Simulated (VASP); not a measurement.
Input of a VASP 6.6.1 run:

INCAR

```
PREC = Accurate
ENCUT = 520
EDIFF = 1E-6
ISMEAR = 0
SIGMA = 0.1
LREAL = F
LASPH = T
NELM = 80
ALGO = Fast
ISIF = 2
LWAVE = F
LCHARG = F
GGA = PE
NBANDS = 34
```

KPOINTS

```
Automatic mesh
0
Gamma
  6 6 4
```

Contents of POSCAR:

```
Sn3Sb2
1.0
    4.5858302078      0.0000000000      0.0000000000
   -2.2929151039      3.9714454574      0.0000000000
    0.0000000000      0.0000000000      7.1348068969
Sn Sb
3 2
Direct
    0.0000000000      0.0000000000      0.0000000000
    0.3333333333      0.6666666667      0.6450000000
    0.6666666667      0.3333333333      0.3550000000
    0.3333333333      0.6666666667      0.2450000000
    0.6666666667      0.3333333333      0.7550000000
```

Potentials or basis: VASP PAW PBE potentials, release 64 (Sn_d, Sb).

Run with:

```sh
$ cat potpaw_PBE.64/Sn_d/POTCAR potpaw_PBE.64/Sb/POTCAR > POTCAR
$ mpirun -np 1 vasp_std > vasp.out
```

(1) Predict the band gap on the k mesh.

(2) Estimate the largest force.

Results:

(1) zero (bands 26 and 27 overlap by 1.75 eV).

(2) 2.164 eV/Å.

Caveat: spin-orbit coupling is left out, which moves the levels of the heavy elements; forces of over 1 eV/Å act on the atoms, so gaps and moduli don't describe the material at rest.
